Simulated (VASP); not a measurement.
Here is a VASP 6.6.1 calculation.

Contents of POSCAR:

```
Mo
1.0
   -1.5838089700      1.5838089700      1.5838089700
    1.5838089700     -1.5838089700      1.5838089700
    1.5838089700      1.5838089700     -1.5838089700
Mo
1
Direct
    0.0000000000      0.0000000000      0.0000000000
```

The input INCAR.step1:

```
ALGO     = Normal         # electronic algorithm
EDIFF    = 1E-4           # SCF threshold, eV
ENCUT    = 520            # plane-wave cutoff, eV
GGA      = PE             # functional
ISMEAR   = 0              # smearing method
LASPH    = T              # aspherical terms in the spheres
LCHARG   = F              # write CHGCAR
LREAL    = F              # projectors in reciprocal space
LWAVE    = T              # write WAVECAR
NBANDS   = 13             # bands
NELM     = 80             # most SCF steps
PREC     = Accurate       # precision mode
SIGMA    = 0.1            # smearing width, eV
```

Contents of INCAR.step2:

```
ALGO     = Normal         # electronic algorithm
EDIFF    = 1E-7           # SCF threshold, eV
ENCUT    = 520            # plane-wave cutoff, eV
ISIF     = 2              # what is computed and relaxed
ISMEAR   = 0              # smearing method
ISTART   = 1            
LASPH    = T              # aspherical terms in the spheres
LCHARG   = F              # write CHGCAR
LMIXTAU  = T            
LREAL    = F              # projectors in reciprocal space
LWAVE    = F              # write WAVECAR
METAGGA  = R2SCAN         # meta-GGA
NBANDS   = 13             # bands
NELM     = 80             # most SCF steps
PREC     = Accurate       # precision mode
SIGMA    = 0.1            # smearing width, eV
```

The input KPOINTS:

```
k-points
0
Gamma
  8 8 8
```

Potentials or basis: VASP PAW PBE potentials, release 64 (Mo_sv).

Launch:

```sh
$ cat potpaw_PBE.64/Mo_sv/POTCAR > POTCAR
$ cp INCAR.step1 INCAR
$ mpirun -np 1 vasp_std > vasp.out
$ cp INCAR.step2 INCAR
$ mpirun -np 1 vasp_std > vasp.out
```

Problem. What does it give for the pressure?

Solution. -2.1 GPa.

Problem. Predict the band gap on the k mesh.

Solution. Zero (band 7 reaches 16.31 eV, above the bottom of band 8 at 10.88 eV).

Caveat: the PAW data sets were made with another functional, which shifts forces and pressure a little.
